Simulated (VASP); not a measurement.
# GaN (Pmc2_1) in VASP: a series of runs

Runs on GaN. Level: LDA. Tasks: single point.

All numbers are computed with VASP 6.6.1; they aren't measurements. Logs are shortened: lines on timing, memory, paths and dates and some standing lists are left out, and cuts for length are marked.

**1. The cell of the first run**

It takes space group Pmc2_1 (No. 26, orthorhombic). Conventional cell: a = 3.152 Å, b = 5.459 Å, c = 5.138 Å, α = 90.00°, β = 90.00°, γ = 90.00°. Ga (site symmetry m) has 4 N at 1.88 to 2.02 Å within 2.5 Å. Ga (site symmetry m) has 4 N at 1.85 to 1.95 Å within 2.5 Å. N (site symmetry m) has 4 Ga at 1.95 to 2.02 Å within 2.6 Å. N (site symmetry m) has 4 Ga at 1.85 to 1.94 Å within 2.5 Å.

**2. Single point, LDA (mode 11 frozen in at -0.076 Å and mode 13 at +0.036 Å (largest displacements))**

INCAR

```
PREC = Accurate
ENCUT = 520
EDIFF = 1E-7
ISMEAR = 0
SIGMA = 0.05
LREAL = F
LASPH = T
NELM = 100
ALGO = Normal
ISIF = 2
LWAVE = F
LCHARG = F
GGA = CA
NBANDS = 46
```

KPOINTS

```
regular mesh
0
Gamma
  8 6 6
```

POSCAR

```
GaN
1.0
   -3.1515767111      0.0000000000      0.0000000000
    0.0000000000      0.0000000000     -5.1382481593
    0.0000000000     -5.4586909876      0.0000000000
Ga N
4 4
Direct
    0.5000000000      0.0072867561      0.1797126619
    0.0000000000     -0.0030379214      0.6536181956
    0.0000000000      0.4969620786      0.3463818044
    0.5000000000      0.5072867561      0.8202873381
    0.5000000000      0.6148190474      0.1685466712
    0.0000000000      0.6196102030      0.6647714361
    0.0000000000      0.1196102030      0.3352285639
    0.5000000000      0.1148190474      0.8314533288
```

Potentials or basis: VASP PAW LDA potentials, release 64 (Ga_d, N).

Run with:

```console
$ cat potpaw_LDA.64/Ga_d/POTCAR potpaw_LDA.64/N/POTCAR > POTCAR
$ mpirun -np 1 vasp_std > vasp.out
```

OUTCAR:

```text
PREC = Accurate
   ENCUT = 520
   EDIFF = 1E-7
   ISMEAR = 0
   LREAL = F
   LASPH = T
   NELM = 100
   ISIF = 2
   GGA = CA

 ion  position               nearest neighbor table
   1  0.500  0.007  0.180-   7 1.88   7 1.88   8 1.98   5 2.02
   2  0.000  0.997  0.654-   7 1.85   6 1.94   8 1.95   8 1.95
   3  0.000  0.497  0.346-   6 1.85   7 1.94   5 1.95   5 1.95
   4  0.500  0.507  0.820-   6 1.88   6 1.88   5 1.98   8 2.02
   5  0.500  0.615  0.169-   3 1.95   3 1.95   4 1.98   1 2.02
   6  0.000  0.620  0.665-   3 1.85   4 1.88   4 1.88   2 1.94
   7  0.000  0.120  0.335-   2 1.85   1 1.88   1 1.88   3 1.94
   8  0.500  0.115  0.831-   2 1.95   2 1.95   1 1.98   4 2.02

  LATTYP: Found a simple orthorhombic cell.
 ALAT       =     3.1515767111
 B/A-ratio  =     1.6303738193
 C/A-ratio  =     1.7320508076

  Lattice vectors:

 A1 = (  -3.1515767111,   0.0000000000,   0.0000000000)
 A2 = (   0.0000000000,   0.0000000000,  -5.1382481593)
 A3 = (   0.0000000000,  -5.4586909876,   0.0000000000)

Analysis of symmetry for initial positions (statically):
=====================================================================
 Subroutine PRICEL returns:
 Original cell was already a primitive cell.

 Routine SETGRP: Setting up the symmetry group for a
 simple orthorhombic supercell.

 Subroutine GETGRP returns: Found  4 space group operations
 (whereof  2 operations were pure point group operations)
 out of a pool of  8 trial point group operations.

The static configuration has the point symmetry C_1h.
 The point group associated with its full space group is C_2v.

Analysis of symmetry for dynamics (positions and initial velocities):
=====================================================================
 Subroutine PRICEL returns:
 Original cell was already a primitive cell.

 Routine SETGRP: Setting up the symmetry group for a
 simple orthorhombic supercell.

 Subroutine GETGRP returns: Found  4 space group operations
 (whereof  2 operations were pure point group operations)
 out of a pool of  8 trial point group operations.

The dynamic configuration has the point symmetry C_1h.
 The point group associated with its full space group is C_2v.

 Subroutine INISYM returns: Found  4 space group operations
 (whereof  2 operations are pure point group operations),
 and found     1 'primitive' translations

----------------------------------------------------------------------------------------

                                     Primitive cell

  volume of cell :      88.3958

  direct lattice vectors                    reciprocal lattice vectors
    -3.151576711  0.000000000  0.000000000    -0.317301494  0.000000000  0.000000000
     0.000000000  0.000000000 -5.138248159     0.000000000  0.000000000 -0.194618860
     0.000000000 -5.458690988  0.000000000     0.000000000 -0.183194103  0.000000000

  length of vectors
     3.151576711  5.138248159  5.458690988     0.317301494  0.194618860  0.183194103

  position of ions in fractional coordinates (direct lattice)
     0.500000000  0.007286756  0.179712662
     0.000000000  0.996962079  0.653618196
     0.000000000  0.496962079  0.346381804
     0.500000000  0.507286756  0.820287338
     0.500000000  0.614819047  0.168546671
     0.000000000  0.619610203  0.664771436
     0.000000000  0.119610203  0.335228564
     0.500000000  0.114819047  0.831453329

  ion indices of the primitive-cell ions
   primitive index   ion index
                 1           1
                 2           2
                 3           3
                 4           4
                 5           5
                 6           6
                 7           7
                 8           8

----------------------------------------------------------------------------------------

 KPOINTS: regular mesh

Automatic generation of k-mesh.
 Grid dimensions read from file:
 generate k-points for:    8    6    6

 Generating k-lattice:

  Cartesian coordinates                     Fractional coordinates (reciprocal lattice)
    -0.039662687  0.000000000  0.000000000     0.125000000  0.000000000  0.000000000
     0.000000000  0.000000000 -0.032436477     0.000000000  0.166666667  0.000000000
     0.000000000 -0.030532351  0.000000000     0.000000000  0.000000000  0.166666667

  Length of vectors
     0.039662687  0.032436477  0.030532351

  Shift w.r.t. Gamma in fractional coordinates (k-lattice)
     0.000000000  0.000000000  0.000000000

 Subroutine IBZKPT returns following result:
 ===========================================

 Found     80 irreducible k-points:

 Following reciprocal coordinates:
            Coordinates               Weight
  0.000000  0.000000  0.000000      1.000000
  0.125000  0.000000  0.000000      2.000000
  0.250000  0.000000  0.000000      2.000000
  0.375000  0.000000  0.000000      2.000000
  0.500000  0.000000  0.000000      1.000000
  0.000000  0.166667  0.000000      2.000000
[... 16 lines left out ...]
  0.250000  0.000000  0.166667      4.000000
  0.375000  0.000000  0.166667      4.000000
 [... further k-points ...]
   k-points           NKPTS =     80   k-points in BZ     NKDIM =     80   number of bands    NBANDS=     46
   number of dos      NEDOS =    301   number of ions     NIONS =      8
   total plane-waves  NPLWV =  40320
   dimension x,y,z NGX =    24 NGY =   40 NGZ =   42
   dimension x,y,z NGXF=    48 NGYF=   80 NGZF=   84
   ions per type =               4   4
   NGX,Y,Z   is equivalent  to a cutoff of  12.66, 12.94, 12.79 a.u.
   NGXF,Y,Z  is equivalent  to a cutoff of  25.32, 25.88, 25.58 a.u.
 SYSTEM =  unknown system
   PREC   = accura    normal or accurate (medium, high low for compatibility)
   ISTART =      0    job   : 0-new  1-cont  2-samecut
   ICHARG =      2    charge: 1-file 2-atom 10-const
   ISPIN  =      1    spin polarized calculation?
   LNONCOLLINEAR =      F non collinear calculations
   LSORBIT =      F    spin-orbit coupling
   LASPH  =      T    aspherical Exc in radial PAW
   ENCUT  =  520.0 eV  38.22 Ry    6.18 a.u.   5.86  9.55 10.15*2*pi/ulx,y,z
   NELM   =    100;   NELMIN=  2; NELMDL= -5     # of ELM steps
   EDIFF  = 0.1E-06   stopping-criterion for ELM
   LREAL  =      F    real-space projection
   EDIFFG = 0.1E-05   stopping-criterion for IOM
   NSW    =      0    number of steps for IOM
   IBRION =     -1    ionic relax: 0-MD 1-quasi-New 2-CG
   NFREE  =      0    steps in history (QN), initial steepest desc. (CG)
   ISIF   =      2    stress and relaxation
   ISYM   =      2    0-nonsym 1-usesym 2-fastsym
   POTIM  = 0.5000    time-step for ionic-motion
   TEBEG  =    0.0;   TEEND  =   0.0 temperature during run
   PSTRESS=    0.0 pullay stress
   NELECT =      72.0000    total number of electrons
   NUPDOWN=      -1.0000    fix difference up-down
   EMIN   =  10.00;   EMAX   =-10.00  energy-range for DOS
   EFERMI =   0.00;   METHOD = LEGACY
   ISMEAR =     0;   SIGMA  =   0.05  broadening in eV -4-tet -1-fermi 0-gaus
   EFERMI_NEDOS =   21; number of points for ismear=-14 and -15
   IALGO  =     38    algorithm
   IMIX   =      4    mixing-type and parameters
     AMIX     =   0.40;   BMIX     =  1.00
     AMIX_MAG =   1.60;   BMIX_MAG =  1.00
  volume/ion in A,a.u.               =      11.05        74.57
  Fermi-wavevector in a.u.,A,eV,Ry     =   1.528886  2.889176 31.803525  2.337493
  Thomas-Fermi vector in A             =   2.636583
   LORBIT       =      0    0 simple, 1 ext, 2 COOP (PROOUT), +10 PAW based schemes
   GGA     = CA    functional components
   LHFCALC =     F    Hartree Fock is set to
   AEXX    =    0.0000 exact exchange contribution
   IVDW    =     0    specifies the selected vdW correction
   LEPSILON=     F    determine dielectric tensor
   LRPA    =     F    only Hartree local field effects (RPA)
 non-spin polarized calculation
 Gauss-broadening in eV      SIGMA  =   0.05
  energy-cutoff  :      520.00
  volume of cell :       88.40
 maximum number of plane-waves:      2408
 NGX is ok and might be reduce to    24
   NGX = 11   NGY = 19   NGZ = 21

 number of electron      71.9999964 magnetization

 Free energy of the ion-electron system (eV)
  ---------------------------------------------------
  ext. energy  EPLUGINS =         0.00000000
  ---------------------------------------------------
  free energy    TOTEN  =       -55.46015687 eV

  energy without entropy =      -55.46015687  energy(sigma->0) =      -55.46015687

 E-fermi :   5.7792     XC(G=0): -12.2964

 val. band max:        5.4880028702   @ k =   0.0000   0.0000   0.0000
 cond. band min:       7.5575806577   @ k =   0.0000   0.0000   0.0000
 fundamental gap:      2.0695777875
 Fermi energy:         5.7791889642

 k-point     1 :       0.0000    0.0000    0.0000
  band No.  band energies     occupation
      1     -10.9281      2.00000
      2     -10.2155      2.00000
      3      -9.4222      2.00000
      4      -9.3608      2.00000
      5      -8.2083      2.00000
      6      -8.1984      2.00000
[... 38 lines left out ...]
     45      15.3275      0.00000
     46      15.5579      0.00000

 k-point     2 :       0.1250    0.0000    0.0000
  band No.  band energies     occupation
      1     -10.8189      2.00000
      2     -10.1752      2.00000
      3      -9.4059      2.00000
      4      -9.3335      2.00000
      5      -8.1862      2.00000
      6      -8.1849      2.00000
[... 38 lines left out ...]
     45      15.3873      0.00000
     46      15.5083      0.00000

 k-point     3 :       0.2500    0.0000    0.0000
  band No.  band energies     occupation
      1     -10.5559      2.00000
      2     -10.0859      2.00000
      3      -9.3639      2.00000
      4      -9.2790      2.00000
      5      -8.1786      2.00000
      6      -8.1334      2.00000
[... 38 lines left out ...]
     45      15.0389      0.00000
     46      15.2721      0.00000

 k-point     4 :       0.3750    0.0000    0.0000
  band No.  band energies     occupation
      1     -10.3099      2.00000
      2     -10.0092      2.00000
      3      -9.3167      2.00000
      4      -9.2405      2.00000
      5      -8.1718      2.00000
      6      -8.1252      2.00000
[... 920 lines left out ...]
     45      15.2057      0.00000
     46      15.7878      0.00000

 k-point    23 :       0.2500    0.0000    0.1667
  band No.  band energies     occupation
      1     -10.5240      2.00000
      2     -10.0901      2.00000
      3      -9.3677      2.00000
      4      -9.2758      2.00000
      5      -8.1735      2.00000
      6      -8.1312      2.00000
[... 38 lines left out ...]
     45      14.9219      0.00000
     46      15.4263      0.00000

 k-point    24 :       0.3750    0.0000    0.1667
  band No.  band energies     occupation
      1     -10.3014      2.00000
      2     -10.0097      2.00000
      3      -9.3244      2.00000
      4      -9.2389      2.00000
      5      -8.1639      2.00000
      6      -8.1181      2.00000
[... 38 lines left out ...]
     45      14.9759      0.00000
     46      15.2559      0.00000

 [... further k-points ...]

------------------------ aborting loop because EDIFF is reached ----------------------------------------

  FORCE on cell =-STRESS in cart. coord.  units (eV):
  Direction    XX          YY          ZZ          XY          YZ          ZX
  --------------------------------------------------------------------------------------
  -------------------------------------------------------------------------------------
  Total        2.2325462      2.3349314     -0.6221995      0.0000000      0.0000000      0.0000000
  in kB       40.4650016     42.3207379    -11.2773954      0.0000000      0.0000000      0.0000000
  external PRESSURE =      23.8361147 kB  Pullay stress =       0.0000000 kB

 VOLUME and BASIS-vectors are now :
 -----------------------------------------------------------------------------
  energy-cutoff  :      520.00
  volume of cell :       88.40
      direct lattice vectors                 reciprocal lattice vectors
    -3.151576711  0.000000000  0.000000000    -0.317301494  0.000000000  0.000000000
     0.000000000  0.000000000 -5.138248159     0.000000000  0.000000000 -0.194618860
     0.000000000 -5.458690988  0.000000000     0.000000000 -0.183194103  0.000000000

 POSITION                                       TOTAL-FORCE (eV/Angst)
 -----------------------------------------------------------------------------------
     -1.57579     -0.98100     -0.03744         0.000000      1.881425      1.121723
      0.00000     -3.56790     -5.12264         0.000000     -2.081496     -0.041481
      0.00000     -1.89079     -2.55351         0.000000      2.081496     -0.041481
     -1.57579     -4.47770     -2.60657         0.000000     -1.881425      1.121723
     -1.57579     -0.92004     -3.15909         0.000000     -0.028927     -0.485780
      0.00000     -3.62878     -3.18371         0.000000     -0.244298     -0.594463
      0.00000     -1.82991     -0.61459         0.000000      0.244298     -0.594463
     -1.57579     -4.53865     -0.58997         0.000000      0.028927     -0.485780
 -----------------------------------------------------------------------------------
    total drift:                               -0.000000     -0.000003     -0.000585

  FREE ENERGIE OF THE ION-ELECTRON SYSTEM (eV)
  ---------------------------------------------------
  free  energy   TOTEN  =       -55.4601568705 eV

  energy  without entropy=      -55.4601568705  energy(sigma->0) =      -55.46015687
```

Run time: 3 min. Hardware: 1 thread of Intel Xeon Platinum 8488C (Sapphire Rapids), shared host; peak memory 0.33 GiB.

Results:

```yaml
Free_energy: -55.4602 eV
Pressure: 2.4 GPa
Largest_force: 2.190 eV/Å
Band_gap_on_the_k_mesh: 2.07 eV, direct
```

Forces in eV/Å, atoms in the order of the input:
```
Ga   0.000  1.881  1.122
Ga   0.000 -2.081 -0.041
Ga   0.000  2.081 -0.041
Ga   0.000 -1.881  1.122
N    0.000 -0.029 -0.486
N    0.000 -0.244 -0.594
N    0.000  0.244 -0.594
N    0.000  0.029 -0.486
```

Levels at points of the mesh, in eV from the valence-band top:
| k point | band 33 | band 34 | band 35 | band 36 | band 37 | band 38 | band 39 | band 40 |
| --- | --- | --- | --- | --- | --- | --- | --- | --- |
| (0.00, 0.00, 0.00) | -0.72 | -0.08 | -0.02 | 0.00 | 2.07 | 4.22 | 4.94 | 5.62 |
| (0.50, 0.00, 0.00) | -2.40 | -2.29 | -2.24 | -1.65 | 5.32 | 6.14 | 6.54 | 6.88 |
| (0.00, 0.50, 0.00) | -0.60 | -0.60 | -0.50 | -0.50 | 4.18 | 4.18 | 4.54 | 4.54 |
| (0.50, 0.50, 0.00) | -1.99 | -1.99 | -1.41 | -1.41 | 5.55 | 5.55 | 6.05 | 6.05 |
| (0.00, 0.00, 0.50) | -0.78 | -0.69 | -0.58 | -0.40 | 4.13 | 4.55 | 5.83 | 5.98 |
| (0.50, 0.00, 0.50) | -2.40 | -2.07 | -1.33 | -1.06 | 4.53 | 5.29 | 5.35 | 5.70 |
| (0.00, 0.50, 0.50) | -1.94 | -1.94 | -0.99 | -0.99 | 4.97 | 4.97 | 5.54 | 5.54 |
| (0.50, 0.50, 0.50) | -2.03 | -2.03 | -1.59 | -1.59 | 4.01 | 4.01 | 4.71 | 4.71 |

Caveat: the cell differs from its parent crystal (mode 11 frozen in at -0.076 Å and mode 13 at +0.036 Å (largest displacements)); forces of over 1 eV/Å act on the atoms, so gaps and moduli don't describe the material at rest.

**3. Single point, LDA (mode 11 frozen in at -0.076 Å and mode 13 at -0.073 Å (largest displacements))**

INCAR

```
  PREC = Accurate
  ENCUT = 520
  EDIFF = 1E-7
  ISMEAR = 0
  SIGMA = 0.05
  LREAL = F
  LASPH = T
  NELM = 100
  ALGO = Normal
  ISIF = 2
  LWAVE = F
  LCHARG = T
  GGA = CA
  LELF = T
  LVHAR = T
  NBANDS = 46
```

KPOINTS

```
Automatic mesh
0
Gamma
  8 6 6
```

POSCAR

```
GaN
1.0
   -3.1515767111      0.0000000000      0.0000000000
    0.0000000000      0.0000000000     -5.1382481593
    0.0000000000     -5.4586909876      0.0000000000
Ga N
4 4
Direct
    0.5000000000      0.0030172627      0.1797163757
    0.0000000000     -0.0073074147      0.6536219094
    0.0000000000      0.4926925853      0.3463780906
    0.5000000000      0.5030172627      0.8202836243
    0.5000000000      0.6360714131      0.1685695103
    0.0000000000      0.6408625687      0.6647942753
    0.0000000000      0.1408625687      0.3352057247
    0.5000000000      0.1360714131      0.8314304897
```

Potentials or basis: VASP PAW LDA potentials, release 64 (Ga_d, N).

Run with:

```console
$ cat potpaw_LDA.64/Ga_d/POTCAR potpaw_LDA.64/N/POTCAR > POTCAR
$ mpirun -np 1 vasp_std > vasp.out
```

Wall time 3.5 min (1 thread of Intel Xeon Platinum 8488C (Sapphire Rapids), shared host); peak memory 0.33 GiB.

Results (log left out):

| Item | Value |
| --- | --- |
| Free energy | -55.2981 eV |
| Pressure | 2.9 GPa |
| Largest force | 2.879 eV/Å |
| Band gap on the k mesh | 1.94 eV, direct |

Forces in eV/Å, atoms in the order of the input:
```
Ga   0.000  1.605 -0.421
Ga   0.000 -1.697 -2.326
Ga   0.000  1.697 -2.326
Ga   0.000 -1.605 -0.421
N    0.000 -0.087  1.023
N    0.000 -0.131  1.724
N    0.000  0.131  1.724
N    0.000  0.087  1.023
```

Stress tensor (GPa, compression positive):
```
-1.49  0.00  0.00
 0.00 -1.57  0.00
 0.00  0.00 11.69
```

Levels at points of the mesh, in eV from the valence-band top:
```tsv
k point	band 34	band 35	band 36	band 37	band 38	band 39
(0.00, 0.00, 0.00)	-0.41	-0.05	0.00	1.94	4.34	4.92
(0.50, 0.00, 0.00)	-2.11	-2.10	-2.02	4.67	5.50	6.46
(0.00, 0.50, 0.00)	-0.65	-0.54	-0.54	3.98	3.98	4.37
(0.50, 0.50, 0.00)	-2.29	-1.75	-1.75	5.39	5.39	5.90
(0.00, 0.00, 0.50)	-1.03	-0.55	-0.27	4.06	4.45	5.87
(0.50, 0.00, 0.50)	-2.55	-1.05	-0.84	4.52	5.08	5.26
(0.00, 0.50, 0.50)	-1.90	-0.97	-0.97	4.78	4.78	5.34
(0.50, 0.50, 0.50)	-2.11	-1.80	-1.80	3.77	3.77	4.48
```

Caveat: the cell differs from its parent crystal (mode 11 frozen in at -0.076 Å and mode 13 at -0.073 Å (largest displacements)); forces of over 1 eV/Å act on the atoms, so gaps and moduli don't describe the material at rest.
